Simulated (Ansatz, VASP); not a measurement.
# Two plane-wave programs on Ir

The input INCAR:

```
ALGO = Normal
EDIFF = 1E-6
ENCUT = 520
GGA = PE
ISIF = 2
ISMEAR = 1
LASPH = T
LCHARG = T
LELF = T
LREAL = F
LVHAR = T
LWAVE = F
NBANDS = 10
NELM = 80
PREC = Accurate
SIGMA = 0.3
```

KPOINTS

```
k-points
0
Gamma
  14 14 14
```

The input POSCAR:

```
Ir
1.0
    0.0000000000      1.9360622002      1.9360622002
    1.9360622002      0.0000000000      1.9360622002
    1.9360622002      1.9360622002      0.0000000000
Ir
1
Direct
    0.0000000000      0.0000000000      0.0000000000
```

Input for Ansatz:

```yaml
crystal:
  lattice:
    - [0.0, 1.9360622002, 1.9360622002]
    - [1.9360622002, 0.0, 1.9360622002]
    - [1.9360622002, 1.9360622002, 0.0]
  atoms:
    - { symbol: Ir, position: [0.0, 0.0, 0.0] }
hamiltonian:
  xc: pbe
  pseudopotentials:
    kind: paw
    azcp:
      Ir: "pseudopotentials/Ir.paw.azcp"
basis:
  ecutwfc: 420
  fft_grid_basis: typed
kpoints:
  mp_grid: { grid: [14, 14, 14], shift: [0, 0, 0] }
magnetization:
  spin_polarized: false
scf:
  occupations: { method: cold, width: 0.3 }
  lower_state_search: "off"
output:
  stress: true
  write_density: true
  write_potential: true
  elf: true
  volumetric_format: npy
```

Alike in both runs: task single point; functional PBE; k mesh 14 × 14 × 14; no spin polarisation.

|  | VASP | Ansatz |
| --- | --- | --- |
| version | VASP 6.6.1 | Ansatz 0.2.0 |
| potentials or method | VASP PAW PBE potentials, release 64 (Ir), cutoff 520 eV | plane waves (420 eV) with PAW, scalar-relativistic |
| occupations | methfessel-paxton of order 1, width 0.3 eV | cold, width 0.3 eV |
| valence electrons in the cell | 9 | 17 |

|  | VASP | Ansatz | Ansatz less VASP |
| --- | --- | --- | --- |
| pressure (GPa) | 0.2 | -0.2 | -0.41 |

VASP's potentials hold 9 valence electrons a cell and Ansatz's 17, so a difference there can come from the potentials and not from the codes.

Spin-orbit coupling is off throughout.
